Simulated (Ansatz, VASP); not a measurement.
**BaHfO3 in VASP and in Ansatz**

The input POSCAR:

```
BaHfO3
1.0
    4.1352881831      0.0000000000      0.0000000000
    0.0000000000      4.1352881831      0.0000000000
    0.0000000000      0.0000000000      4.1990261357
Ba Hf O
1 1 3
Direct
    0.0000000000      0.0000000000      0.0000000000
    0.5000000000      0.5000000000      0.5000000000
    0.5000000000      0.5000000000      0.0000000000
    0.5000000000      0.0000000000      0.5000000000
    0.0000000000      0.5000000000      0.5000000000
```

Contents of INCAR.step1:

```
PREC = Accurate ; ENCUT = 520
ISMEAR = 0 ; SIGMA = 0.01
LREAL = False ; LASPH = True
NELM = 150 ; MAGMOM = 0 0 0 0 0 0 0 0 0 0 0 0 0 0 0
LSORBIT = True ; GGA_COMPAT = False
LMAXMIX = 4 ; NBANDS = 53
GGA = PE ; ALGO = Normal
EDIFF = 1E-4 ; LWAVE = True
LCHARG = False
```

Contents of INCAR.step2:

```
PREC = Accurate ; ENCUT = 520
EDIFF = 1E-7 ; ISMEAR = 0
SIGMA = 0.01 ; LREAL = False
LASPH = True ; NELM = 150
ALGO = Normal ; ISIF = 2
LWAVE = False ; LCHARG = False
MAGMOM = 0 0 0 0 0 0 0 0 0 0 0 0 0 0 0 ; LORBIT = 11
LSORBIT = True ; GGA_COMPAT = False
LORBMOM = True ; LMAXMIX = 4
METAGGA = R2SCAN ; LMIXTAU = True
NBANDS = 53 ; ISTART = 1
```

File KPOINTS:

```
regular mesh
0
Gamma
  6 6 6
```

Input for Ansatz:

```yaml
crystal:
  lattice:
    - [4.1352881831, 0.0, 0.0]
    - [0.0, 4.1352881831, 0.0]
    - [0.0, 0.0, 4.1990261357]
  atoms:
    - { symbol: Ba, position: [0.0, 0.0, 0.0] }
    - { symbol: Hf, position: [0.5, 0.5, 0.5] }
    - { symbol: O, position: [0.5, 0.5, 0.0] }
    - { symbol: O, position: [0.5, 0.0, 0.5] }
    - { symbol: O, position: [0.0, 0.5, 0.5] }
kpoints:
  mp_grid: { grid: [6, 6, 6] }
  band_path:
    path: [[0.0, 0.0, 0.0], [0.0, 0.5, 0.0], [0.5, 0.5, 0.0], [0.5, 0.5, 0.5]]
    npoints: 1
hamiltonian:
  xc: r2scan
scf:
  occupations: { method: fixed }
  n_extra_bands: 10
magnetization:
  noncollinear: true
  spin_orbit: true
output:
  forces: true
  stress: true
  eigenvalues: true
```

Change from the starting cell: epitaxial_xy strain -1.0%.

Alike in both runs: task single point; functional r2SCAN; k mesh 6 × 6 × 6; non-collinear spin, spin-orbit coupling.

```csv
,VASP,Ansatz
version,VASP 6.6.1,Ansatz 0.2.0
potentials or method,"VASP PAW PBE potentials, release 64 (Ba_sv, Hf_pv, O)","plane waves, PAW"
plane-wave cutoff (eV),520,500
occupations,"gaussian, width 0.01 eV",fixed
valence electrons in the cell,38,54
```

|  | VASP | Ansatz | Ansatz less VASP |
| --- | --- | --- | --- |
| pressure (GPa) | 2.1 | 2.5 | +0.43 |
| traceless stress, the component that is largest in VASP (GPa) | -2.66 | -2.68 | -0.021 |

VASP's potentials were made for PBE, not for r2SCAN. VASP's potentials hold 38 valence electrons a cell and Ansatz's 54, so a difference there can come from the potentials and not from the codes.
